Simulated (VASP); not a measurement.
# CdS (Fm-3m) in VASP: further runs

CdS is run at these levels: PBEsol, r2SCAN, r2SCAN+D4; tasks: single point, relaxation of cell and atoms.

Program: VASP 6.6.1. These are calculated values, not measurements. Logs are shortened: lines on timing, memory, paths and dates and some standing lists are left out, and cuts for length are marked.

## (1) The cell of the first run

Symmetry: Fm-3m, No. 225, cubic system. Conventional cell: a = 5.401 Å, b = 5.401 Å, c = 5.401 Å, α = 90.00°, β = 90.00°, γ = 90.00°. Cd (site symmetry m-3m) has 6 S at 2.70 Å within 3.6 Å. Within 3.6 Å of S (site symmetry m-3m) lie 6 Cd at 2.70 Å.

## (2) Single point, PBEsol

Contents of INCAR:

```
PREC = Accurate
ENCUT = 520
EDIFF = 1E-6
ISMEAR = 0
SIGMA = 0.01
LREAL = F
LASPH = T
NELM = 80
ALGO = Normal
ISIF = 2
LWAVE = F
LCHARG = T
GGA = PS
LELF = T
LVHAR = T
NBANDS = 16
```

Contents of KPOINTS:

```
regular mesh
0
Gamma
  5 5 5
```

Contents of POSCAR:

```
CdS
1.0
    0.0000000000      2.7004361443      2.7004361443
    2.7004361443      0.0000000000      2.7004361443
    2.7004361443      2.7004361443      0.0000000000
Cd S
1 1
Direct
    0.0000000000      0.0000000000      0.0000000000
    0.5000000000      0.5000000000      0.5000000000
```

Potentials or basis: VASP PAW PBE potentials, release 64 (Cd, S).

Started as:

```sh
cat potpaw_PBE.64/Cd/POTCAR potpaw_PBE.64/S/POTCAR > POTCAR
mpirun -np 1 vasp_std > vasp.out
```

OUTCAR:

```text
PREC = Accurate
   ENCUT = 520
   EDIFF = 1E-6
   ISMEAR = 0
   LREAL = F
   LASPH = T
   NELM = 80
   ISIF = 2
   GGA = PS

 ion  position               nearest neighbor table
   1  0.000  0.000  0.000-   2 2.70   2 2.70   2 2.70   2 2.70   2 2.70   2 2.70
   2  0.500  0.500  0.500-   1 2.70   1 2.70   1 2.70   1 2.70   1 2.70   1 2.70

  LATTYP: Found a face centered cubic cell.
 ALAT       =     5.4008722886

  Lattice vectors:

 A1 = (   0.0000000000,   2.7004361443,   2.7004361443)
 A2 = (   2.7004361443,   0.0000000000,   2.7004361443)
 A3 = (   2.7004361443,   2.7004361443,   0.0000000000)

Analysis of symmetry for initial positions (statically):
=====================================================================
 Subroutine PRICEL returns:
 Original cell was already a primitive cell.

 Routine SETGRP: Setting up the symmetry group for a
 face centered cubic supercell.

 Subroutine GETGRP returns: Found 48 space group operations
 (whereof 48 operations were pure point group operations)
 out of a pool of 48 trial point group operations.

The static configuration has the point symmetry O_h .

Analysis of symmetry for dynamics (positions and initial velocities):
=====================================================================
 Subroutine PRICEL returns:
 Original cell was already a primitive cell.

 Routine SETGRP: Setting up the symmetry group for a
 face centered cubic supercell.

 Subroutine GETGRP returns: Found 48 space group operations
 (whereof 48 operations were pure point group operations)
 out of a pool of 48 trial point group operations.

The dynamic configuration has the point symmetry O_h .

 Subroutine INISYM returns: Found 48 space group operations
 (whereof 48 operations are pure point group operations),
 and found     1 'primitive' translations

----------------------------------------------------------------------------------------

                                     Primitive cell

  volume of cell :      39.3851

  direct lattice vectors                    reciprocal lattice vectors
     0.000000000  2.700436144  2.700436144    -0.185155276  0.185155276  0.185155276
     2.700436144  0.000000000  2.700436144     0.185155276 -0.185155276  0.185155276
     2.700436144  2.700436144  0.000000000     0.185155276  0.185155276 -0.185155276

  length of vectors
     3.818993420  3.818993420  3.818993420     0.320698346  0.320698346  0.320698346

  position of ions in fractional coordinates (direct lattice)
     0.000000000  0.000000000  0.000000000
     0.500000000  0.500000000  0.500000000

  ion indices of the primitive-cell ions
   primitive index   ion index
                 1           1
                 2           2

----------------------------------------------------------------------------------------

 KPOINTS: regular mesh

Automatic generation of k-mesh.
 Grid dimensions read from file:
 generate k-points for:    5    5    5

 Generating k-lattice:

  Cartesian coordinates                     Fractional coordinates (reciprocal lattice)
    -0.037031055  0.037031055  0.037031055     0.200000000  0.000000000  0.000000000
     0.037031055 -0.037031055  0.037031055     0.000000000  0.200000000  0.000000000
     0.037031055  0.037031055 -0.037031055     0.000000000  0.000000000  0.200000000

  Length of vectors
     0.064139669  0.064139669  0.064139669

  Shift w.r.t. Gamma in fractional coordinates (k-lattice)
     0.000000000  0.000000000  0.000000000

 Subroutine IBZKPT returns following result:
 ===========================================

 Found     10 irreducible k-points:

 Following reciprocal coordinates:
            Coordinates               Weight
  0.000000  0.000000  0.000000      1.000000
  0.200000  0.000000  0.000000      8.000000
  0.400000  0.000000  0.000000      8.000000
  0.200000  0.200000  0.000000      6.000000
  0.400000  0.200000  0.000000     24.000000
 -0.400000  0.200000  0.000000     24.000000
 -0.200000  0.200000  0.000000     12.000000
  0.400000  0.400000  0.000000      6.000000
 -0.400000  0.400000  0.000000     12.000000
 -0.400000  0.400000  0.200000     24.000000
   k-points           NKPTS =     10   k-points in BZ     NKDIM =     10   number of bands    NBANDS=     16
   number of dos      NEDOS =    301   number of ions     NIONS =      2
   total plane-waves  NPLWV =  21952
   dimension x,y,z NGX =    28 NGY =   28 NGZ =   28
   dimension x,y,z NGXF=    56 NGYF=   56 NGZF=   56
   ions per type =               1   1
   NGX,Y,Z   is equivalent  to a cutoff of  12.19, 12.19, 12.19 a.u.
   NGXF,Y,Z  is equivalent  to a cutoff of  24.38, 24.38, 24.38 a.u.
 SYSTEM =  unknown system
   PREC   = accura    normal or accurate (medium, high low for compatibility)
   ISTART =      0    job   : 0-new  1-cont  2-samecut
   ICHARG =      2    charge: 1-file 2-atom 10-const
   ISPIN  =      1    spin polarized calculation?
   LNONCOLLINEAR =      F non collinear calculations
   LSORBIT =      F    spin-orbit coupling
   LASPH  =      T    aspherical Exc in radial PAW
   ENCUT  =  520.0 eV  38.22 Ry    6.18 a.u.   7.10  7.10  7.10*2*pi/ulx,y,z
   NELM   =     80;   NELMIN=  2; NELMDL= -5     # of ELM steps
   EDIFF  = 0.1E-05   stopping-criterion for ELM
   LREAL  =      F    real-space projection
   EDIFFG = 0.1E-04   stopping-criterion for IOM
   NSW    =      0    number of steps for IOM
   IBRION =     -1    ionic relax: 0-MD 1-quasi-New 2-CG
   NFREE  =      0    steps in history (QN), initial steepest desc. (CG)
   ISIF   =      2    stress and relaxation
   ISYM   =      2    0-nonsym 1-usesym 2-fastsym
   POTIM  = 0.5000    time-step for ionic-motion
   TEBEG  =    0.0;   TEEND  =   0.0 temperature during run
   PSTRESS=    0.0 pullay stress
   NELECT =      18.0000    total number of electrons
   NUPDOWN=      -1.0000    fix difference up-down
   EMIN   =  10.00;   EMAX   =-10.00  energy-range for DOS
   EFERMI =   0.00;   METHOD = LEGACY
   ISMEAR =     0;   SIGMA  =   0.01  broadening in eV -4-tet -1-fermi 0-gaus
   EFERMI_NEDOS =   21; number of points for ismear=-14 and -15
   IALGO  =     38    algorithm
   IMIX   =      4    mixing-type and parameters
     AMIX     =   0.40;   BMIX     =  1.00
     AMIX_MAG =   1.60;   BMIX_MAG =  1.00
  volume/ion in A,a.u.               =      19.69       132.89
  Fermi-wavevector in a.u.,A,eV,Ry     =   1.261019  2.382981 21.635574  1.590170
  Thomas-Fermi vector in A             =   2.394500
   LORBIT       =      0    0 simple, 1 ext, 2 COOP (PROOUT), +10 PAW based schemes
   GGA     = PS    functional components
   LHFCALC =     F    Hartree Fock is set to
   AEXX    =    0.0000 exact exchange contribution
   IVDW    =     0    specifies the selected vdW correction
   LEPSILON=     F    determine dielectric tensor
   LRPA    =     F    only Hartree local field effects (RPA)
 non-spin polarized calculation
 Gauss-broadening in eV      SIGMA  =   0.01
  energy-cutoff  :      520.00
  volume of cell :       39.39
 maximum number of plane-waves:      1073
   NGX = 15   NGY = 15   NGZ = 15

 number of electron      18.0000008 magnetization

 Free energy of the ion-electron system (eV)
  ---------------------------------------------------
  ext. energy  EPLUGINS =         0.00000000
  ---------------------------------------------------
  free energy    TOTEN  =        -6.62095057 eV

  energy without entropy =       -6.62095057  energy(sigma->0) =       -6.62095057

 E-fermi :   3.2635     XC(G=0): -10.7924

 val. band max:        3.2195187282   @ k =  -0.2000   0.2000   0.0000
 cond. band min:       3.8446705845   @ k =   0.4000   0.4000   0.0000
 fundamental gap:      0.6251518563
 Fermi energy:         3.2635446079

 k-point     1 :       0.0000    0.0000    0.0000
  band No.  band energies     occupation
      1      -9.8848      2.00000
      2      -4.4993      2.00000
      3      -4.4993      2.00000
      4      -4.4975      2.00000
      5      -4.4975      2.00000
      6      -4.4975      2.00000
      7       2.3833      2.00000
      8       2.3833      2.00000
      9       2.3833      2.00000
     10       4.1730      0.00000
     11      12.3670      0.00000
     12      12.3670      0.00000
     13      12.3670      0.00000
     14      14.2661      0.00000
     15      14.7603      0.00000
     16      14.7603      0.00000

 k-point     2 :       0.2000    0.0000    0.0000
  band No.  band energies     occupation
      1      -9.5241      2.00000
      2      -4.6255      2.00000
      3      -4.6255      2.00000
      4      -4.5507      2.00000
      5      -4.4178      2.00000
      6      -4.4178      2.00000
      7       0.2292      2.00000
      8       2.6472      2.00000
      9       2.6472      2.00000
     10       6.1779      0.00000
     11      10.3362      0.00000
     12      11.2215      0.00000
     13      11.2215      0.00000
     14      13.6758      0.00000
     15      13.6758      0.00000
     16      14.1011      0.00000

 k-point     3 :       0.4000    0.0000    0.0000
  band No.  band energies     occupation
      1      -8.7780      2.00000
      2      -4.8168      2.00000
      3      -4.8168      2.00000
      4      -4.7644      2.00000
      5      -4.2846      2.00000
      6      -4.2846      2.00000
      7      -1.6301      2.00000
      8       3.1284      2.00000
      9       3.1284      2.00000
     10       6.6375      0.00000
     11       9.2591      0.00000
     12       9.2591      0.00000
     13      10.1638      0.00000
     14      14.8075      0.00000
     15      15.5925      0.00000
     16      15.5925      0.00000

 k-point     4 :       0.2000    0.2000    0.0000
  band No.  band energies     occupation
      1      -9.4506      2.00000
      2      -4.6980      2.00000
      3      -4.5617      2.00000
      4      -4.4562      2.00000
      5      -4.4154      2.00000
      6      -4.4154      2.00000
      7       0.7633      2.00000
      8       1.9091      2.00000
      9       1.9091      2.00000
     10       6.6958      0.00000
     11       9.6154      0.00000
     12      10.4325      0.00000
     13      12.2122      0.00000
     14      12.2122      0.00000
     15      16.0308      0.00000
     16      17.2174      0.00000

 k-point     5 :       0.4000    0.2000    0.0000
  band No.  band energies     occupation
      1      -8.9442      2.00000
      2      -4.6651      2.00000
      3      -4.6098      2.00000
      4      -4.6001      2.00000
      5      -4.2945      2.00000
      6      -4.2661      2.00000
      7      -0.9008      2.00000
      8       1.9054      2.00000
      9       1.9281      2.00000
     10       6.2823      0.00000
     11       9.0604      0.00000
     12      10.6080      0.00000
     13      11.3900      0.00000
     14      13.6630      0.00000
     15      16.7008      0.00000
     16      17.1772      0.00000

 k-point     6 :      -0.4000    0.2000    0.0000
  band No.  band energies     occupation
      1      -8.6657      2.00000
      2      -4.7643      2.00000
      3      -4.7267      2.00000
      4      -4.5554      2.00000
      5      -4.2673      2.00000
      6      -4.1741      2.00000
      7      -1.5264      2.00000
      8       1.1964      2.00000
      9       2.6879      2.00000
     10       6.8441      0.00000
     11       8.6643      0.00000
     12      10.0729      0.00000
     13      11.3240      0.00000
     14      15.3737      0.00000
     15      15.4153      0.00000
     16      17.1151      0.00000

 k-point     7 :      -0.2000    0.2000    0.0000
  band No.  band energies     occupation
      1      -9.0751      2.00000
      2      -4.7614      2.00000
      3      -4.7235      2.00000
      4      -4.5527      2.00000
      5      -4.3780      2.00000
      6      -4.2640      2.00000
      7      -0.5482      2.00000
      8       1.2835      2.00000
      9       3.2195      2.00000
     10       7.8658      0.00000
     11       8.6971      0.00000
     12       9.9484      0.00000
     13      10.2091      0.00000
     14      13.3931      0.00000
     15      16.5767      0.00000
     16      16.6986      0.00000

 k-point     8 :       0.4000    0.4000    0.0000
  band No.  band energies     occupation
      1      -8.9319      2.00000
      2      -4.6655      2.00000
      3      -4.3862      2.00000
      4      -4.2270      2.00000
      5      -4.2270      2.00000
      6      -3.9668      2.00000
      7      -0.7537      2.00000
      8       1.0388      2.00000
      9       1.0388      2.00000
     10       3.8447      0.00000
     11       9.2000      0.00000
     12      12.4465      0.00000
     13      13.9269      0.00000
     14      13.9269      0.00000
     15      17.3882      0.00000
     16      18.6716      0.00000

 k-point     9 :      -0.4000    0.4000    0.0000
  band No.  band energies     occupation
      1      -8.7801      2.00000
      2      -4.6460      2.00000
      3      -4.5219      2.00000
      4      -4.3089      2.00000
      5      -4.2111      2.00000
      6      -3.6317      2.00000
      7      -0.9381      2.00000
      8      -0.2607      2.00000
      9       1.4202      2.00000
     10       4.7719      0.00000
     11       9.5775      0.00000
     12      12.2759      0.00000
     13      12.7296      0.00000
     14      14.0543      0.00000
     15      16.5985      0.00000
     16      18.8338      0.00000

 k-point    10 :      -0.4000    0.4000    0.2000
  band No.  band energies     occupation
      1      -8.7394      2.00000
      2      -4.6671      2.00000
      3      -4.5662      2.00000
      4      -4.4773      2.00000
      5      -4.2254      2.00000
      6      -3.8985      2.00000
      7      -0.8692      2.00000
      8       0.2640      2.00000
      9       1.1936      2.00000
     10       6.4623      0.00000
     11       9.5509      0.00000
     12      10.2511      0.00000
     13      11.8721      0.00000
     14      14.9721      0.00000
     15      16.4346      0.00000
     16      18.6691      0.00000

------------------------ aborting loop because EDIFF is reached ----------------------------------------

  FORCE on cell =-STRESS in cart. coord.  units (eV):
  Direction    XX          YY          ZZ          XY          YZ          ZX
  --------------------------------------------------------------------------------------
  -------------------------------------------------------------------------------------
  Total        0.1343220      0.1343220      0.1343220      0.0000000     -0.0000000      0.0000000
  in kB        5.4641915      5.4641915      5.4641915      0.0000000     -0.0000000      0.0000000
  external PRESSURE =       5.4641915 kB  Pullay stress =       0.0000000 kB

 VOLUME and BASIS-vectors are now :
 -----------------------------------------------------------------------------
  energy-cutoff  :      520.00
  volume of cell :       39.39
      direct lattice vectors                 reciprocal lattice vectors
     0.000000000  2.700436144  2.700436144    -0.185155276  0.185155276  0.185155276
     2.700436144  0.000000000  2.700436144     0.185155276 -0.185155276  0.185155276
     2.700436144  2.700436144  0.000000000     0.185155276  0.185155276 -0.185155276

 POSITION                                       TOTAL-FORCE (eV/Angst)
 -----------------------------------------------------------------------------------
      0.00000      0.00000      0.00000         0.000000      0.000000     -0.000000
      2.70044      2.70044      2.70044         0.000000      0.000000      0.000000
 -----------------------------------------------------------------------------------
    total drift:                                0.000000      0.000000      0.000000

  FREE ENERGIE OF THE ION-ELECTRON SYSTEM (eV)
  ---------------------------------------------------
  free  energy   TOTEN  =        -6.6209505669 eV

  energy  without entropy=       -6.6209505669  energy(sigma->0) =       -6.62095057
```

Run time: 4.9 s. Hardware: 1 thread of Intel Xeon 6975P-C, shared host; peak memory 0.15 GiB.

Results:

- Free energy: -6.6210 eV
- Pressure: 0.5 GPa
- Band gap on the k mesh: 0.63 eV, indirect (least direct gap 1.79 eV)

Caveat: the PAW data sets were made with another functional, which shifts forces and pressure a little. Expect the measured gap to be larger: semilocal functionals such as PBEsol lack the derivative discontinuity.

## (3) Single point, r2SCAN

This run uses another cell than the first one, of 20.30 Å³/atom, 1.031 times its volume.

Contents of POSCAR:

```
CdS
1.0
    0.0000000000      2.7279851511      2.7279851511
    2.7279851511      0.0000000000      2.7279851511
    2.7279851511      2.7279851511      0.0000000000
Cd S
1 1
Direct
    0.0000000000      0.0000000000      0.0000000000
    0.5000000000      0.5000000000      0.5000000000
```

Contents of INCAR.step1:

```
  PREC = Accurate
  ENCUT = 520
  ISMEAR = 0
  SIGMA = 0.01
  LREAL = F
  LASPH = T
  NELM = 100
  NBANDS = 16
  GGA = PE
  ALGO = Normal
  EDIFF = 1E-4
  LWAVE = T
  LCHARG = F
```

Contents of INCAR.step2:

```
  PREC = Accurate
  ENCUT = 520
  EDIFF = 1E-7
  ISMEAR = 0
  SIGMA = 0.01
  LREAL = F
  LASPH = T
  NELM = 100
  ALGO = Normal
  ISIF = 2
  LWAVE = F
  LCHARG = T
  METAGGA = R2SCAN
  LMIXTAU = T
  LELF = T
  LVHAR = T
  NBANDS = 16
  ISTART = 1
```

Contents of KPOINTS:

```
Automatic mesh
0
Gamma
  5 5 5
```

Potentials or basis: VASP PAW PBE potentials, release 64 (Cd, S).

Started as:

```sh
cat potpaw_PBE.64/Cd/POTCAR potpaw_PBE.64/S/POTCAR > POTCAR
cp INCAR.step1 INCAR
mpirun -np 1 vasp_std > vasp.out
cp INCAR.step2 INCAR
mpirun -np 1 vasp_std > vasp.out
```

Wall time 24 s (1 thread of Intel Xeon 6975P-C, shared host); peak memory 0.18 GiB.

Results (log left out):

| Item | Value |
| --- | --- |
| Free energy | -29.5077 eV |
| Pressure | 0.5 GPa |
| Band gap on the k mesh | 1.23 eV, indirect (least direct gap 2.34 eV) |

Levels at points of the mesh, in eV from the valence-band top:
```
           k point  band 7  band 8  band 9  band 10  band 11  band 12
(0.00, 0.00, 0.00)   -0.77   -0.77   -0.77     1.57     9.72     9.72
```

Caveat: the PAW data sets were made with another functional, which shifts forces and pressure a little. A k mesh can miss the band edges.

(Part 1 of 2 ends here.)
